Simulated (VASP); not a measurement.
Si, 2 atoms in the cell. The structure is cubic, space group Fd-3m (No. 227). The conventional cell has a = 5.394 Å, b = 5.394 Å, c = 5.394 Å, α = 90.00°, β = 90.00°, γ = 90.00°. Within 3.1 Å of Si (site symmetry -43m) lie 4 Si at 2.34 Å. 

| Item | Value |
| --- | --- |
| Program | VASP 6.6.1 |
| Task | electric field gradients |
| Functional | LDA |
| Potentials or basis | VASP PAW LDA potentials, release 64 (Si) |
| Cutoff | 520 eV |
| k mesh | 12 × 12 × 12 |
| Occupations | fermi-dirac, width 0.08 eV |
| Spin | no spin polarisation |
| Dipole correction | no |
| Further INCAR settings | ALGO = Normal; EDIFF = 1e-08; NBANDS = 11 |

Potentials or basis: VASP PAW LDA potentials, release 64 (Si).

Run with:

```bash
$ cat potpaw_LDA.64/Si/POTCAR > POTCAR
$ mpirun -np 1 vasp_std > vasp.out
```

Hardware: 1 thread of AMD EPYC 7R13 Processor (Zen 3), with other jobs on the host.

Question: Estimate the wall time of this run.

Answer: It took 16 s on 1 thread of AMD EPYC 7R13 Processor (Zen 3), on a shared host, peak memory 0.12 GiB. Counts: scf iterations 12, k points 72.
